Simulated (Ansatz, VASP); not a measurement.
# CuI: VASP beside Ansatz

Contents of INCAR:

```
PREC = Accurate ; ENCUT = 520
EDIFF = 1E-7 ; ISMEAR = -1
SIGMA = 0.02 ; LREAL = F
LASPH = T ; NELM = 60
ALGO = Normal ; ISIF = 2
LWAVE = F ; LCHARG = F
GGA = PE ; NBANDS = 16
```

The input KPOINTS:

```
regular mesh
0
Gamma
  8 8 8
```

POSCAR

```
CuI
1.0
    0.0000000000      3.0120289470      3.0120289470
    3.0120289470      0.0000000000      3.0120289470
    3.0120289470      3.0120289470      0.0000000000
Cu I
1 1
Direct
    0.0000000000      0.0000000000      0.0000000000
    0.2500000000      0.2500000000      0.2500000000
```

Input for Ansatz:

```yaml
crystal:
  lattice:
    - [0.0, 3.012028947, 3.012028947]
    - [3.012028947, 0.0, 3.012028947]
    - [3.012028947, 3.012028947, 0.0]
  atoms:
    - { symbol: Cu, position: [0.0, 0.0, 0.0] }
    - { symbol: I, position: [0.25, 0.25, 0.25] }
kpoints:
  mp_grid: { grid: [8, 8, 8] }
  band_path:
    path:
      - [[0.0, 0.0, 0.0], [-0.5, -0.5, 5.322179315639e-17], [-0.375, -0.375, 0.25]]
      - [[-0.375, 3.148751201212e-17, 0.375], [0.0, 0.0, 0.0], [-6.160884937712e-17, 9.07014354429e-18, 0.5], [-0.5, -0.25, 0.25], [-0.5, -0.5, 5.322179315639e-17]]
    npoints: 10
hamiltonian:
  xc: pbe
scf:
  occupations: { method: fermi_dirac, width: 0.02 }
  n_extra_bands: 4
output:
  forces: true
  stress: true
  eigenvalues: true
```

Alike in both runs: task single point; functional PBE; k mesh 8 × 8 × 8; occupations fermi-dirac, width 0.02 eV; no spin polarisation.

|  | VASP | Ansatz |
| --- | --- | --- |
| version | VASP 6.6.1 | Ansatz 0.2.0 |
| potentials or method | VASP PAW PBE potentials, release 64 (Cu, I) | plane waves, PAW |
| plane-wave cutoff (eV) | 520 | 420 |
| valence electrons in the cell | 18 | 36 |

```csv
,VASP,Ansatz,Ansatz less VASP
gap on the k mesh at the Fermi level (eV),1.20,1.17,-0.023
pressure (GPa),1.2,1.1,-0.03
```

VASP's potentials hold 18 valence electrons a cell and Ansatz's 36, so a difference there can come from the potentials and not from the codes.

Neither program's run includes spin-orbit coupling.
